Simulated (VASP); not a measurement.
# LiF (P1) in VASP: a series of runs

Runs on LiF. Level: LDA. Tasks: single point.

Program: VASP 6.6.1. These are calculated values, not measurements. Logs are shortened: lines on timing, memory, paths and dates and some standing lists are left out, and cuts for length are marked.

## 1. The cell of the first run

The typed cell holds 4 atoms: a = 3.061 Å, b = 3.061 Å, c = 4.807 Å, α = 90.00°, β = 90.00°, γ = 120.00°.

## 2. Single point, LDA (all Li atoms moved +0.075 Å, as atom 1 along Cartesian [1 -1 0])

The input, INCAR:

```
SYSTEM = LiF
PREC = Accurate
ENCUT = 520
EDIFF = 1E-7
ISMEAR = 0
SIGMA = 0.05
LREAL = .False.
LASPH = .True.
NELM = 100
ALGO = Normal
ISIF = 2
LWAVE = .False.
LCHARG = .False.
NBANDS = 18
```

The input, KPOINTS:

```
regular mesh
0
Gamma
  9 9 6
  0 0 0
```

The input, POSCAR:

```
LiF
1.0
    3.0609398175      0.0000000000      0.0000000000
   -1.5304699087      2.6508516414      0.0000000000
    0.0000000000      0.0000000000      4.8073245700
Li F
2 2
Direct
    0.3406560473      0.6466606400      0.3811542600
    0.6739893807      0.3133273067      0.8811542600
    0.3333333333      0.6666666667      0.9938437400
    0.6666666667      0.3333333333      0.4938437400
```

Potentials or basis: VASP PAW LDA potentials, release 64 (Li_sv, F).

The run is started by

```sh
$ cat potpaw_LDA.64/Li_sv/POTCAR potpaw_LDA.64/F/POTCAR > POTCAR
$ mpirun -np 1 vasp_std > vasp.out
```

OUTCAR:

```text
SYSTEM = LiF
   PREC = Accurate
   ENCUT = 520
   EDIFF = 1E-7
   ISMEAR = 0
   LREAL = .False.
   LASPH = .True.
   NELM = 100
   ISIF = 2

 ion  position               nearest neighbor table
   1  0.341  0.647  0.381-   4 1.78   3 1.86   4 1.87   4 1.90
   2  0.674  0.313  0.881-   3 1.80   3 1.83   4 1.86   3 1.92
   3  0.333  0.667  0.994-   2 1.80   2 1.83   1 1.86   2 1.92
   4  0.667  0.333  0.494-   1 1.78   2 1.86   1 1.87   1 1.90

  LATTYP: Found a hexagonal cell.
 ALAT       =     3.0609398175
 C/A-ratio  =     1.5705387419

  Lattice vectors:

 A1 = (   3.0609398175,   0.0000000000,   0.0000000000)
 A2 = (  -1.5304699087,   2.6508516414,   0.0000000000)
 A3 = (   0.0000000000,   0.0000000000,   4.8073245700)

Analysis of symmetry for initial positions (statically):
=====================================================================
 Subroutine PRICEL returns:
 Original cell was already a primitive cell.

 Routine SETGRP: Setting up the symmetry group for a
 hexagonal supercell.

 Subroutine GETGRP returns: Found  1 space group operations
 (whereof  1 operations were pure point group operations)
 out of a pool of 24 trial point group operations.

The static configuration has the point symmetry C_1 .

Analysis of symmetry for dynamics (positions and initial velocities):
=====================================================================
 Subroutine PRICEL returns:
 Original cell was already a primitive cell.

 Routine SETGRP: Setting up the symmetry group for a
 hexagonal supercell.

 Subroutine GETGRP returns: Found  1 space group operations
 (whereof  1 operations were pure point group operations)
 out of a pool of 24 trial point group operations.

The dynamic configuration has the point symmetry C_1 .

 Subroutine INISYM returns: Found  1 space group operations
 (whereof  1 operations are pure point group operations),
 and found     1 'primitive' translations

----------------------------------------------------------------------------------------

                                     Primitive cell

  volume of cell :      39.0071

  direct lattice vectors                    reciprocal lattice vectors
     3.060939817  0.000000000  0.000000000     0.326697047  0.188618628  0.000000000
    -1.530469909  2.650851641  0.000000000     0.000000000  0.377237256  0.000000000
     0.000000000  0.000000000  4.807324570     0.000000000  0.000000000  0.208015911

  length of vectors
     3.060939817  3.060939817  4.807324570     0.377237256  0.377237256  0.208015911

  position of ions in fractional coordinates (direct lattice)
     0.340656047  0.646660640  0.381154260
     0.673989381  0.313327307  0.881154260
     0.333333333  0.666666667  0.993843740
     0.666666667  0.333333333  0.493843740

  ion indices of the primitive-cell ions
   primitive index   ion index
                 1           1
                 2           2
                 3           3
                 4           4

----------------------------------------------------------------------------------------

 KPOINTS: regular mesh

Automatic generation of k-mesh.
 Grid dimensions read from file:
 generate k-points for:    9    9    6

 Generating k-lattice:

  Cartesian coordinates                     Fractional coordinates (reciprocal lattice)
     0.036299672  0.020957625  0.000000000     0.111111111  0.000000000  0.000000000
     0.000000000  0.041915251  0.000000000     0.000000000  0.111111111  0.000000000
     0.000000000  0.000000000  0.034669319     0.000000000  0.000000000  0.166666667

  Length of vectors
     0.041915251  0.041915251  0.034669319

  Shift w.r.t. Gamma in fractional coordinates (k-lattice)
     0.000000000  0.000000000  0.000000000

 Subroutine IBZKPT returns following result:
 ===========================================

 Found    244 irreducible k-points:

 Following reciprocal coordinates:
            Coordinates               Weight
  0.000000  0.000000  0.000000      1.000000
  0.111111 -0.000000  0.000000      2.000000
  0.000000  0.111111  0.000000      2.000000
 -0.111111  0.111111  0.000000      2.000000
  0.222222  0.000000  0.000000      2.000000
  0.000000  0.222222  0.000000      2.000000
[... 16 lines left out ...]
  0.333333  0.111111  0.000000      2.000000
 -0.111111  0.444444  0.000000      2.000000
 [... further k-points ...]
   k-points           NKPTS =    244   k-points in BZ     NKDIM =    244   number of bands    NBANDS=     18
   number of dos      NEDOS =    301   number of ions     NIONS =      4
   total plane-waves  NPLWV =  20736
   dimension x,y,z NGX =    24 NGY =   24 NGZ =   36
   dimension x,y,z NGXF=    48 NGYF=   48 NGZF=   72
   ions per type =               2   2
   NGX,Y,Z   is equivalent  to a cutoff of  13.03, 13.03, 12.45 a.u.
   NGXF,Y,Z  is equivalent  to a cutoff of  26.07, 26.07, 24.90 a.u.
 SYSTEM =  LiF
   PREC   = accura    normal or accurate (medium, high low for compatibility)
   ISTART =      0    job   : 0-new  1-cont  2-samecut
   ICHARG =      2    charge: 1-file 2-atom 10-const
   ISPIN  =      1    spin polarized calculation?
   LNONCOLLINEAR =      F non collinear calculations
   LSORBIT =      F    spin-orbit coupling
   LASPH  =      T    aspherical Exc in radial PAW
   ENCUT  =  520.0 eV  38.22 Ry    6.18 a.u.   5.69  5.69  8.94*2*pi/ulx,y,z
   NELM   =    100;   NELMIN=  2; NELMDL= -5     # of ELM steps
   EDIFF  = 0.1E-06   stopping-criterion for ELM
   LREAL  =      F    real-space projection
   EDIFFG = 0.1E-05   stopping-criterion for IOM
   NSW    =      0    number of steps for IOM
   IBRION =     -1    ionic relax: 0-MD 1-quasi-New 2-CG
   NFREE  =      0    steps in history (QN), initial steepest desc. (CG)
   ISIF   =      2    stress and relaxation
   ISYM   =      2    0-nonsym 1-usesym 2-fastsym
   POTIM  = 0.5000    time-step for ionic-motion
   TEBEG  =    0.0;   TEEND  =   0.0 temperature during run
   PSTRESS=    0.0 pullay stress
   NELECT =      20.0000    total number of electrons
   NUPDOWN=      -1.0000    fix difference up-down
   EMIN   =  10.00;   EMAX   =-10.00  energy-range for DOS
   EFERMI =   0.00;   METHOD = LEGACY
   ISMEAR =     0;   SIGMA  =   0.05  broadening in eV -4-tet -1-fermi 0-gaus
   EFERMI_NEDOS =   21; number of points for ismear=-14 and -15
   IALGO  =     38    algorithm
   IMIX   =      4    mixing-type and parameters
     AMIX     =   0.40;   BMIX     =  1.00
     AMIX_MAG =   1.60;   BMIX_MAG =  1.00
  volume/ion in A,a.u.               =       9.75        65.81
  Fermi-wavevector in a.u.,A,eV,Ry     =   1.310299  2.476105 23.359603  1.716882
  Thomas-Fermi vector in A             =   2.440838
   LORBIT       =      0    0 simple, 1 ext, 2 COOP (PROOUT), +10 PAW based schemes
   GGA     = CA    functional components
   LHFCALC =     F    Hartree Fock is set to
   AEXX    =    0.0000 exact exchange contribution
   IVDW    =     0    specifies the selected vdW correction
   LEPSILON=     F    determine dielectric tensor
   LRPA    =     F    only Hartree local field effects (RPA)
 non-spin polarized calculation
 Gauss-broadening in eV      SIGMA  =   0.05
  energy-cutoff  :      520.00
  volume of cell :       39.01
 maximum number of plane-waves:      1085
   NGX = 11   NGY = 11   NGZ = 17

 number of electron      20.0000026 magnetization

 Free energy of the ion-electron system (eV)
  ---------------------------------------------------
  ext. energy  EPLUGINS =         0.00000000
  ---------------------------------------------------
  free energy    TOTEN  =       -20.77150324 eV

  energy without entropy =      -20.77150324  energy(sigma->0) =      -20.77150324

 E-fermi :  -2.3023     XC(G=0):  -9.6261

 val. band max:       -2.6808774049   @ k =   0.0000   0.0000   0.0000
 cond. band min:       4.8899375731   @ k =   0.0000   0.0000   0.0000
 fundamental gap:      7.5708149780
 Fermi energy:        -2.3023247903

 k-point     1 :       0.0000    0.0000    0.0000
  band No.  band energies     occupation
      1     -41.9434      2.00000
      2     -41.8915      2.00000
      3     -21.7329      2.00000
      4     -21.4846      2.00000
      5      -4.9833      2.00000
      6      -3.2009      2.00000
[... 10 lines left out ...]
     17      16.7593      0.00000
     18      17.3227      0.00000

 k-point     2 :       0.1111   -0.0000    0.0000
  band No.  band energies     occupation
      1     -41.9386      2.00000
      2     -41.8894      2.00000
      3     -21.7161      2.00000
      4     -21.4803      2.00000
      5      -4.9187      2.00000
      6      -3.3346      2.00000
[... 10 lines left out ...]
     17      17.1708      0.00000
     18      17.3320      0.00000

 k-point     3 :       0.0000    0.1111    0.0000
  band No.  band energies     occupation
      1     -41.9386      2.00000
      2     -41.8894      2.00000
      3     -21.7161      2.00000
      4     -21.4802      2.00000
      5      -4.9186      2.00000
      6      -3.3329      2.00000
[... 10 lines left out ...]
     17      17.0933      0.00000
     18      17.3309      0.00000

 k-point     4 :      -0.1111    0.1111    0.0000
  band No.  band energies     occupation
      1     -41.9386      2.00000
      2     -41.8894      2.00000
      3     -21.7160      2.00000
      4     -21.4801      2.00000
      5      -4.9184      2.00000
      6      -3.3310      2.00000
[... 375 lines left out ...]
      4     -21.4701      2.00000
      5      -4.6224      2.00000
      6      -4.0736      2.00000
[... 10 lines left out ...]
     17      16.9867      0.00000
     18      17.7274      0.00000

 k-point    23 :       0.3333    0.1111    0.0000
  band No.  band energies     occupation
      1     -41.9017      2.00000
      2     -41.8796      2.00000
      3     -21.5770      2.00000
      4     -21.4751      2.00000
      5      -4.6982      2.00000
      6      -4.1664      2.00000
[... 10 lines left out ...]
     17      16.4404      0.00000
     18      18.0788      0.00000

 k-point    24 :      -0.1111    0.4444    0.0000
  band No.  band energies     occupation
      1     -41.9017      2.00000
      2     -41.8797      2.00000
      3     -21.5770      2.00000
      4     -21.4734      2.00000
      5      -4.6979      2.00000
      6      -4.1701      2.00000
[... 10 lines left out ...]
     17      16.4574      0.00000
     18      18.0154      0.00000

 [... further k-points ...]

------------------------ aborting loop because EDIFF is reached ----------------------------------------

  FORCE on cell =-STRESS in cart. coord.  units (eV):
  Direction    XX          YY          ZZ          XY          YZ          ZX
  --------------------------------------------------------------------------------------
  -------------------------------------------------------------------------------------
  Total       -0.6354450     -0.6367425     -0.8179216     -0.0341534     -0.1702719      0.1702438
  in kB      -26.1002646    -26.1535574    -33.5953042     -1.4028145     -6.9937468      6.9925923
  external PRESSURE =     -28.6163754 kB  Pullay stress =       0.0000000 kB

 VOLUME and BASIS-vectors are now :
 -----------------------------------------------------------------------------
  energy-cutoff  :      520.00
  volume of cell :       39.01
      direct lattice vectors                 reciprocal lattice vectors
     3.060939817  0.000000000  0.000000000     0.326697047  0.188618628  0.000000000
    -1.530469909  2.650851641  0.000000000     0.000000000  0.377237256  0.000000000
     0.000000000  0.000000000  4.807324570     0.000000000  0.000000000  0.208015911

 POSITION                                       TOTAL-FORCE (eV/Angst)
 -----------------------------------------------------------------------------------
      0.05303      1.71420      1.83233        -0.252181      0.209329     -0.036990
      1.58350      0.83058      4.23599        -0.166007      0.209069     -0.033680
     -0.00000      1.76723      4.77773         0.166518     -0.209079      0.033599
      1.53047      0.88362      2.37407         0.251670     -0.209319      0.037071
 -----------------------------------------------------------------------------------
    total drift:                                0.000447      0.000057     -0.000939

  FREE ENERGIE OF THE ION-ELECTRON SYSTEM (eV)
  ---------------------------------------------------
  free  energy   TOTEN  =       -20.7715032385 eV

  energy  without entropy=      -20.7715032385  energy(sigma->0) =      -20.77150324
```

Run time: 60 s. Hardware: 1 thread of Intel Xeon Platinum 8488C (Sapphire Rapids), shared host; peak memory 0.24 GiB.

Results:

```yaml
Free_energy: -20.7715 eV
Largest_force: 0.330 eV/Å
Band_gap_on_the_k_mesh: 7.57 eV, direct
```

Forces on the atoms (eV/Å):
```
Li  -0.252  0.209 -0.037
Li  -0.166  0.209 -0.034
F    0.167 -0.209  0.034
F    0.252 -0.209  0.037
```

Levels at points of the mesh, in eV from the valence-band top:
```csv
k point,band 6,band 7,band 8,band 9,band 10,band 11,band 12,band 13,band 14,band 15
"(0.00, 0.00, 0.00)",-0.52,-0.52,-0.16,-0.15,0.00,7.57,11.79,15.06,18.22,18.23
"(0.00, 0.00, 0.50)",-1.22,-0.41,-0.41,-0.26,-0.26,9.26,9.26,17.30,17.30,18.31
```

Caveat: the cell differs from its parent crystal (all Li atoms moved +0.075 Å, as atom 1 along Cartesian [1 -1 0]); the cutoff is under 1.25 times the usual one of these potentials, so pressure, stress and relaxed cells hold a basis-set (Pulay) error. A k mesh can miss the band edges.

## 3. Single point, LDA (all Li atoms moved +0.113 Å, as atom 1 along Cartesian [1 -1 0])

The input, INCAR:

```
SYSTEM = LiF
PREC     = Accurate       ! precision mode
ENCUT    = 520            ! plane-wave cutoff, eV
EDIFF    = 1E-6           ! SCF threshold, eV
ISMEAR   = 0              ! smearing method
SIGMA    = 0.05           ! smearing width, eV
LREAL    = .FALSE.        ! projectors in reciprocal space
LASPH    = .TRUE.         ! aspherical terms in the spheres
NELM     = 100            ! most SCF steps
ALGO     = Normal         ! electronic algorithm
ISIF     = 2              ! what is computed and relaxed
LWAVE    = .FALSE.        ! write WAVECAR
LCHARG   = .FALSE.        ! write CHGCAR
NBANDS   = 18             ! bands
```

The input, KPOINTS:

```
Automatic mesh
0
G
  9 9 6
  0 0 0
```

POSCAR: that of step 2 with these lines changed.

```diff
@@ -8,4 +8,4 @@
 Direct
-    0.3406560473      0.6466606400      0.3811542600
-    0.6739893807      0.3133273067      0.8811542600
+    0.3443174043      0.6366576267      0.3811542600
+    0.6776507376      0.3033242934      0.8811542600
     0.3333333333      0.6666666667      0.9938437400
```

Potentials or basis: VASP PAW LDA potentials, release 64 (Li_sv, F).

The run is started by

```sh
$ cat potpaw_LDA.64/Li_sv/POTCAR potpaw_LDA.64/F/POTCAR > POTCAR
$ mpirun -np 1 vasp_std > vasp.out
```

Run time: 60 s. Hardware: 1 thread of Intel Xeon Platinum 8488C (Sapphire Rapids), shared host; peak memory 0.23 GiB.

It converged, with:

* Free energy: -20.7435 eV
* Largest force: 0.533 eV/Å
* Band gap on the k mesh: 7.55 eV, direct

Forces in eV/Å, atoms in the order of the input:
```
Li  -0.419  0.321 -0.075
Li  -0.222  0.320 -0.064
F    0.224 -0.320  0.064
F    0.418 -0.321  0.076
```

Levels at points of the mesh, in eV from the valence-band top:
```csv
k point,band 7,band 8,band 9,band 10,band 11,band 12,band 13,band 14
"(0.00, 0.00, 0.00)",-0.55,-0.17,-0.15,0.00,7.55,11.77,15.01,18.18
"(0.00, 0.00, 0.50)",-0.47,-0.46,-0.24,-0.23,9.25,9.25,17.22,17.24
```

Caveat: the cell differs from its parent crystal (all Li atoms moved +0.113 Å, as atom 1 along Cartesian [1 -1 0]); the cutoff is under 1.25 times the usual one of these potentials, so pressure, stress and relaxed cells hold a basis-set (Pulay) error. A k mesh can miss the band edges.
